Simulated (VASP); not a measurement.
# CsI (Pm-3m) in VASP: notebook

CsI is run at these levels: r2SCAN; tasks: electric field gradients.

All numbers are computed with VASP 6.6.1; they aren't measurements. Logs are shortened: lines on timing, memory, paths and dates and some standing lists are left out, and cuts for length are marked.

**1. The cell of the first run**

Symmetry: Pm-3m, No. 221, cubic system. Conventional cell: a = 4.586 Å, b = 4.586 Å, c = 4.586 Å, α = 90.00°, β = 90.00°, γ = 90.00°. Within 5.2 Å of Cs (site symmetry m-3m) lie 8 I at 3.97 Å and 6 Cs at 4.59 Å. Within 5.2 Å of I (site symmetry m-3m) lie 8 Cs at 3.97 Å and 6 I at 4.59 Å.

**2. Electric field gradients, r2SCAN (volume scaled by 0.95)**

The input, POSCAR:

```
CsI
1.0
    4.5861253318      0.0000000000      0.0000000000
    0.0000000000      4.5861253318      0.0000000000
    0.0000000000      0.0000000000      4.5861253318
Cs I
1 1
Direct
    0.0000000000      0.0000000000      0.0000000000
    0.5000000000      0.5000000000      0.5000000000
```

The input, INCAR.step1:

```
SYSTEM = CsI
PREC = Accurate
ENCUT = 440
ISMEAR = -1
SIGMA = 0.02
LREAL = .FALSE.
LASPH = .TRUE.
NELM = 120
NBANDS = 15
GGA = PE
ALGO = Normal
EDIFF = 1E-5
LWAVE = .TRUE.
LCHARG = .FALSE.
GGA_COMPAT = .FALSE.
```

The input, INCAR.step2:

```
SYSTEM = CsI
PREC = Accurate
ENCUT = 440
EDIFF = 1E-8
ISMEAR = -1
SIGMA = 0.02
LREAL = .FALSE.
LASPH = .TRUE.
NELM = 120
ALGO = Normal
ISIF = 2
LWAVE = .FALSE.
LCHARG = .FALSE.
METAGGA = R2SCAN
LMIXTAU = .TRUE.
LEFG = .TRUE.
NBANDS = 15
ISTART = 1
GGA_COMPAT = .FALSE.
```

The input, KPOINTS:

```
Automatic mesh
0
G
  7 7 7
  0 0 0
```

Potentials or basis: VASP PAW PBE potentials, release 64 (Cs_sv, I).

Run with:

```
> cat potpaw_PBE.64/Cs_sv/POTCAR potpaw_PBE.64/I/POTCAR > POTCAR
> cp INCAR.step1 INCAR
> mpirun -np 1 vasp_std > vasp.out
> cp INCAR.step2 INCAR
> mpirun -np 1 vasp_std > vasp.out
```

OUTCAR:

```text
SYSTEM = CsI
   PREC = Accurate
   ENCUT = 440
   EDIFF = 1E-8
   ISMEAR = -1
   LREAL = .FALSE.
   LASPH = .TRUE.
   NELM = 120
   ISIF = 2
   METAGGA = R2SCAN
   ISTART = 1

 ion  position               nearest neighbor table
   1  0.000  0.000  0.000-
   2  0.500  0.500  0.500-

  LATTYP: Found a simple cubic cell.
 ALAT       =     4.5861253318

  Lattice vectors:

 A1 = (   4.5861253318,   0.0000000000,   0.0000000000)
 A2 = (   0.0000000000,   4.5861253318,   0.0000000000)
 A3 = (   0.0000000000,   0.0000000000,   4.5861253318)

Analysis of symmetry for initial positions (statically):
=====================================================================
 Subroutine PRICEL returns:
 Original cell was already a primitive cell.

 Routine SETGRP: Setting up the symmetry group for a
 simple cubic supercell.

 Subroutine GETGRP returns: Found 48 space group operations
 (whereof 48 operations were pure point group operations)
 out of a pool of 48 trial point group operations.

The static configuration has the point symmetry O_h .

Analysis of symmetry for dynamics (positions and initial velocities):
=====================================================================
 Subroutine PRICEL returns:
 Original cell was already a primitive cell.

 Routine SETGRP: Setting up the symmetry group for a
 simple cubic supercell.

 Subroutine GETGRP returns: Found 48 space group operations
 (whereof 48 operations were pure point group operations)
 out of a pool of 48 trial point group operations.

The dynamic configuration has the point symmetry O_h .

 Subroutine INISYM returns: Found 48 space group operations
 (whereof 48 operations are pure point group operations),
 and found     1 'primitive' translations

----------------------------------------------------------------------------------------

                                     Primitive cell

  volume of cell :      96.4579

  direct lattice vectors                    reciprocal lattice vectors
     4.586125332  0.000000000  0.000000000     0.218048991  0.000000000  0.000000000
[... 128 lines left out ...]

 E-fermi :   0.8700     XC(G=0):  -8.0650

 val. band max:        0.4120274054   @ k =   0.4286   0.4286   0.0000
 cond. band min:       4.9870867024   @ k =   0.0000   0.0000   0.0000
 fundamental gap:      4.5750592969
 Fermi energy:         0.8699767925

 k-point     1 :       0.0000    0.0000    0.0000
  band No.  band energies     occupation
      1     -20.5408      2.00000
      2     -10.5102      2.00000
      3      -6.8715      2.00000
      4      -6.8715      2.00000
      5      -6.8715      2.00000
      6       0.3456      2.00000
      7       0.3456      2.00000
      8       0.3456      2.00000
      9       4.9871      0.00000
     10       5.0662      0.00000
     11       5.0662      0.00000
     12       8.8107      0.00000
     13       8.8107      0.00000
     14       8.8107      0.00000
[... 329 lines left out ...]
      2     -10.2434      2.00000
      3      -7.1139      2.00000
      4      -7.1056      2.00000
      5      -7.1056      2.00000
      6      -0.7899      2.00000
      7      -0.7899      2.00000
      8      -0.7158      2.00000
      9       7.4469      0.00000
     10       7.8632      0.00000
     11       7.8632      0.00000
     12       8.9663      0.00000
     13       8.9663      0.00000
     14       8.9752      0.00000
     15      10.9180      0.00000

------------------------ aborting loop because EDIFF is reached ----------------------------------------

  FORCE on cell =-STRESS in cart. coord.  units (eV):
  Direction    XX          YY          ZZ          XY          YZ          ZX
  --------------------------------------------------------------------------------------
  -------------------------------------------------------------------------------------
  Total        0.1373655      0.1373655      0.1373655     -0.0000000     -0.0000000      0.0000000
  in kB        2.2816577      2.2816577      2.2816577     -0.0000000     -0.0000000      0.0000000
  external PRESSURE =       2.2816577 kB  Pullay stress =       0.0000000 kB

 VOLUME and BASIS-vectors are now :
 -----------------------------------------------------------------------------
  energy-cutoff  :      440.00
  volume of cell :       96.46
      direct lattice vectors                 reciprocal lattice vectors
     4.586125332  0.000000000  0.000000000     0.218048991  0.000000000  0.000000000
     0.000000000  4.586125332  0.000000000     0.000000000  0.218048991  0.000000000
     0.000000000  0.000000000  4.586125332     0.000000000  0.000000000  0.218048991

 POSITION                                       TOTAL-FORCE (eV/Angst)
 -----------------------------------------------------------------------------------
      0.00000      0.00000      0.00000         0.000000      0.000000      0.000000
      2.29306      2.29306      2.29306         0.000000      0.000000      0.000000
 -----------------------------------------------------------------------------------
    total drift:                                0.000000      0.000000     -0.000000

  FREE ENERGIE OF THE ION-ELECTRON SYSTEM (eV)
  ---------------------------------------------------
  free  energy   TOTEN  =       -53.1226079558 eV

  energy  without entropy=      -53.1226079558  energy(sigma->0) =      -53.12260796

 Electric field gradients (V/A^2)
---------------------------------------------------------------------
 ion       V_xx      V_yy      V_zz      V_xy      V_xz      V_yz
---------------------------------------------------------------------
   1       0.000     0.000    -0.000     0.000     0.000    -0.000
   2       0.000     0.000     0.000     0.000    -0.000    -0.000
---------------------------------------------------------------------

 Electric field gradients after diagonalization (V/A^2)
 (convention: |V_zz| > |V_xx| > |V_yy|)
----------------------------------------------------------------------
 ion       V_xx      V_yy      V_zz     asymmetry (V_yy - V_xx)/ V_zz
----------------------------------------------------------------------
   1       0.000     0.000    -0.000       0.372
   2       0.000     0.000     0.000      -0.075
----------------------------------------------------------------------

           NMR quadrupolar parameters

 Cq : quadrupolar parameter    Cq=e*Q*V_zz/h
 eta: asymmetry parameters     (V_yy - V_xx)/ V_zz
 Q  : nuclear electric quadrupole moment in mb (millibarn)
----------------------------------------------------------------------
 ion       Cq(MHz)       eta       Q (mb)
----------------------------------------------------------------------
   1      -0.000       0.372       1.000
   2       0.000      -0.075       1.000
----------------------------------------------------------------------
```

OUTCAR.step1:

```text
SYSTEM = CsI
   PREC = Accurate
   ENCUT = 440
   ISMEAR = -1
   LREAL = .FALSE.
   LASPH = .TRUE.
[... 574 lines left out ...]
      0.00000      0.00000      0.00000         0.000000      0.000000      0.000000
      2.29306      2.29306      2.29306         0.000000      0.000000      0.000000
 -----------------------------------------------------------------------------------
    total drift:                                0.000000      0.000000     -0.000000

  FREE ENERGIE OF THE ION-ELECTRON SYSTEM (eV)
  ---------------------------------------------------
  free  energy   TOTEN  =        -5.4327227526 eV

  energy  without entropy=       -5.4327227526  energy(sigma->0) =       -5.43272275
```

OSZICAR.step1:

```text
N       E                     dE             d eps       ncg     rms          rms(c)
DAV:   1     0.796248089029E+02    0.79625E+02   -0.54916E+03   600   0.766E+02
DAV:   2     0.111493947932E+01   -0.78510E+02   -0.71059E+02   923   0.135E+02
DAV:   3    -0.548080376118E+01   -0.65957E+01   -0.65637E+01   789   0.424E+01
DAV:   4    -0.557370783247E+01   -0.92904E-01   -0.92893E-01   759   0.611E+00
DAV:   5    -0.557461115945E+01   -0.90333E-03   -0.90332E-03   838   0.626E-01    0.159E+00
DAV:   6    -0.545361033922E+01    0.12100E+00   -0.96855E-02   733   0.153E+00    0.112E+00
DAV:   7    -0.542891039254E+01    0.24700E-01   -0.10025E-01   747   0.152E+00    0.606E-01
DAV:   8    -0.543287531083E+01   -0.39649E-02   -0.12510E-02   663   0.597E-01    0.106E-01
DAV:   9    -0.543264429493E+01    0.23102E-03   -0.59375E-04   810   0.129E-01    0.519E-02
DAV:  10    -0.543272682841E+01   -0.82533E-04   -0.21780E-04   649   0.793E-02    0.367E-02
DAV:  11    -0.543272275259E+01    0.40758E-05   -0.16814E-05   719   0.188E-02
   1 F= -.54327228E+01 E0= -.54327228E+01  d E =-.165189E-10
```

It took 35 s on 1 thread of Intel Xeon 6975P-C (Granite Rapids), shared host; peak memory 0.18 GiB.

Results:

```
Free energy            : -53.1226 eV
Pressure               : 0.2 GPa
Band gap on the k mesh : 4.58 eV, indirect (least direct gap 4.64 eV)
```

Caveat: the cell differs from its parent crystal (volume scaled by 0.95); without QUAD_EFG the Cq values of the log hold for a quadrupole moment of 1 mb, not for the nuclei; the PAW data sets were made with another functional, which shifts forces and pressure a little; spin-orbit coupling is left out, which moves the levels of the heavy elements. A k mesh can miss the band edges.

**3. Electric field gradients, r2SCAN**

This run uses another cell than the first one, of 50.77 Å³/atom, 1.053 times its volume.

The input, POSCAR:

```
CsI
1.0
    4.6652120000      0.0000000000      0.0000000000
    0.0000000000      4.6652120000      0.0000000000
    0.0000000000      0.0000000000      4.6652120000
Cs I
1 1
Direct
    0.0000000000      0.0000000000      0.0000000000
    0.5000000000      0.5000000000      0.5000000000
```

The input, INCAR.step1:

```
SYSTEM = CsI
PREC = Accurate ; ENCUT = 440
ISMEAR = -1 ; SIGMA = 0.02
LREAL = .False. ; LASPH = .True.
NELM = 120 ; NBANDS = 15
GGA = PE ; ALGO = Normal
EDIFF = 1E-5 ; LWAVE = .True.
LCHARG = .False. ; GGA_COMPAT = .False.
```

The input, INCAR.step2:

```
SYSTEM = CsI
PREC = Accurate ; ENCUT = 440
EDIFF = 1E-8 ; ISMEAR = -1
SIGMA = 0.02 ; LREAL = .False.
LASPH = .True. ; NELM = 120
ALGO = Normal ; ISIF = 2
LWAVE = .False. ; LCHARG = .False.
METAGGA = R2SCAN ; LMIXTAU = .True.
LEFG = .True. ; NBANDS = 15
ISTART = 1 ; GGA_COMPAT = .False.
```

The input, KPOINTS:

```
regular mesh
0
Gamma
  7 7 7
  0 0 0
```

Potentials or basis: VASP PAW PBE potentials, release 64 (Cs_sv, I).

Run with:

```
> cat potpaw_PBE.64/Cs_sv/POTCAR potpaw_PBE.64/I/POTCAR > POTCAR
> cp INCAR.step1 INCAR
> mpirun -np 1 vasp_std > vasp.out
> cp INCAR.step2 INCAR
> mpirun -np 1 vasp_std > vasp.out
```

OUTCAR:

```text
SYSTEM = CsI
   PREC = Accurate
   ENCUT = 440
   EDIFF = 1E-8
   ISMEAR = -1
   LREAL = .False.
   LASPH = .True.
   NELM = 120
   ISIF = 2
   METAGGA = R2SCAN
   ISTART = 1

 ion  position               nearest neighbor table
   1  0.000  0.000  0.000-
   2  0.500  0.500  0.500-

  LATTYP: Found a simple cubic cell.
 ALAT       =     4.6652120000

  Lattice vectors:

 A1 = (   4.6652120000,   0.0000000000,   0.0000000000)
[... 564 lines left out ...]

  FREE ENERGIE OF THE ION-ELECTRON SYSTEM (eV)
  ---------------------------------------------------
  free  energy   TOTEN  =       -53.1205796242 eV

  energy  without entropy=      -53.1205796242  energy(sigma->0) =      -53.12057962

 Electric field gradients (V/A^2)
---------------------------------------------------------------------
 ion       V_xx      V_yy      V_zz      V_xy      V_xz      V_yz
---------------------------------------------------------------------
   1       0.000    -0.000    -0.000     0.000     0.000     0.000
   2       0.000     0.000    -0.000    -0.000     0.000     0.000
---------------------------------------------------------------------

 Electric field gradients after diagonalization (V/A^2)
 (convention: |V_zz| > |V_xx| > |V_yy|)
----------------------------------------------------------------------
 ion       V_xx      V_yy      V_zz     asymmetry (V_yy - V_xx)/ V_zz
----------------------------------------------------------------------
   1       0.000    -0.000    -0.000       0.291
   2      -0.000     0.000     0.000       1.087
----------------------------------------------------------------------

           NMR quadrupolar parameters

 Cq : quadrupolar parameter    Cq=e*Q*V_zz/h
 eta: asymmetry parameters     (V_yy - V_xx)/ V_zz
 Q  : nuclear electric quadrupole moment in mb (millibarn)
----------------------------------------------------------------------
 ion       Cq(MHz)       eta       Q (mb)
----------------------------------------------------------------------
   1      -0.000       0.291       1.000
   2       0.000       1.087       1.000
----------------------------------------------------------------------
```

OUTCAR.step1:

```text
SYSTEM = CsI
   PREC = Accurate
   ENCUT = 440
   ISMEAR = -1
   LREAL = .False.
   LASPH = .True.
[... 574 lines left out ...]
      0.00000      0.00000      0.00000         0.000000      0.000000      0.000000
      2.33261      2.33261      2.33261         0.000000      0.000000      0.000000
 -----------------------------------------------------------------------------------
    total drift:                                0.000000      0.000000     -0.000000

  FREE ENERGIE OF THE ION-ELECTRON SYSTEM (eV)
  ---------------------------------------------------
  free  energy   TOTEN  =        -5.4428410271 eV

  energy  without entropy=       -5.4428410271  energy(sigma->0) =       -5.44284103
```

Wall time 30 s (1 thread of Intel Xeon 6975P-C (Granite Rapids), shared host); peak memory 0.19 GiB.

Results:

```
Free energy            : -53.1206 eV
Pressure               : -0.4 GPa
Band gap on the k mesh : 4.39 eV, indirect (least direct gap 4.47 eV)
```

Caveat: without QUAD_EFG the Cq values of the log hold for a quadrupole moment of 1 mb, not for the nuclei; the PAW data sets were made with another functional, which shifts forces and pressure a little; spin-orbit coupling is left out, which moves the levels of the heavy elements. r2SCAN opens gaps a little over a GGA but as a rule still falls short of measured ones.
